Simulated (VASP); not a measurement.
Wanted: the native input for a VASP 6.6.1 run.

- Task: single point
- Functional: r2SCAN
- Potentials or basis: VASP PAW PBE potentials, release 64 (F, Cl, Rb_sv)
- Cutoff: 520 eV
- k mesh: 6 × 6 × 6
- Occupations: gaussian, width 0.01 eV
- Spin: no spin polarisation
- Dipole correction: no
- Further INCAR settings: ALGO = Normal; EDIFF = 1e-06; NBANDS = 24

Rb2ClF:

```
F Cl Rb
1.0
     2.10371    1.21458    6.98776
    -2.10371    1.21458    6.98776
     0.00000   -2.42916    6.98776
F Cl Rb
1 1 2
Direct
  0.00000 0.00000 0.00000
  0.50000 0.50000 0.50000
  0.26339 0.26339 0.26339
  0.73661 0.73661 0.73661
```

The input as run:

POSCAR

```
Rb2ClF
1.0
    2.1037117896      1.2145785680      6.9877625572
   -2.1037117896      1.2145785680      6.9877625572
    0.0000000000     -2.4291571360      6.9877625572
F Cl Rb
1 1 2
Direct
    1.0000000000      0.0000000000      0.0000000000
    0.5000000000      0.5000000000      0.5000000000
    0.2633912846      0.2633912846      0.2633912846
    0.7366087154      0.7366087154      0.7366087154
```

INCAR.step1

```
PREC = Accurate
ENCUT = 520
ISMEAR = 0
SIGMA = 0.01
LREAL = F
LASPH = T
NELM = 100
NBANDS = 24
GGA = PE
ALGO = Normal
EDIFF = 1E-4
LWAVE = T
LCHARG = F
```

INCAR.step2

```
PREC = Accurate
ENCUT = 520
EDIFF = 1E-6
ISMEAR = 0
SIGMA = 0.01
LREAL = F
LASPH = T
NELM = 100
ALGO = Normal
ISIF = 2
LWAVE = F
LCHARG = F
METAGGA = R2SCAN
LMIXTAU = T
NBANDS = 24
ISTART = 1
```

KPOINTS

```
Automatic mesh
0
Gamma
  6 6 6
```

Potentials or basis: VASP PAW PBE potentials, release 64 (F, Cl, Rb_sv).

Launch:

```console
$ cat potpaw_PBE.64/F/POTCAR potpaw_PBE.64/Cl/POTCAR potpaw_PBE.64/Rb_sv/POTCAR > POTCAR
$ cp INCAR.step1 INCAR
$ mpirun -np 1 vasp_std > vasp.out
$ cp INCAR.step2 INCAR
$ mpirun -np 1 vasp_std > vasp.out
```

It gave:

```
Pressure               : 1.6 GPa
Largest force          : 0.059 eV/Å
Band gap on the k mesh : 5.75 eV
```

Caveat: the PAW data sets were made with another functional, which shifts forces and pressure a little.

It took 14 min on 1 thread of Intel(R) Xeon(R) Platinum 8259CL CPU @ 2.50GHz (Skylake/Cascade Lake) (shared host), peak memory 0.52 GiB.
